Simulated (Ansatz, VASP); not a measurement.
## YSiF3 in VASP and in Ansatz

```
Y Si F
1.0
     7.90010    0.00000    0.00000
     0.00000    7.90010    0.00000
     0.00000    0.00000    3.72109
Y Si F
2 2 6
Direct
  0.00000 0.50000 0.50000
  0.50000 0.00000 0.50000
  0.50000 0.50000 0.00000
  0.00000 0.00000 0.00000
  0.88861 0.38861 0.00000
  0.61139 0.88861 0.00000
  0.50000 0.50000 0.50000
  0.11139 0.61139 0.00000
  0.38861 0.11139 0.00000
  0.00000 0.00000 0.50000
```

Alike in both runs: task relaxation of cell and atoms; functional PBE; k mesh 6 × 6 × 10; occupations gaussian, width 0.1 eV; no spin polarisation.

```csv
,VASP,Ansatz
version,VASP 6.6.1,Ansatz 0.2.0
potentials or method,"VASP PAW PBE potentials, release 64 (Y_sv, Si, F), cutoff 600 eV","scalar-relativistic, plane waves, PAW"
valence electrons in the cell,72,72
```

Ansatz gave:

- gap on the k mesh at the Fermi level, each at its own relaxed structure (eV): none
- relaxed volume (Å³/atom): 23.69
- relaxed length of the cell vector where the two differ most in proportion (Å): 7.985

Question: Estimate VASP's values.

Answer: gap on the k mesh at the Fermi level, each at its own relaxed structure (eV): none; relaxed volume (Å³/atom): 23.24; relaxed length of the cell vector where the two differ most in proportion (Å): 7.900.

A gap of «none» marks a metal or a gap that the smearing closes.
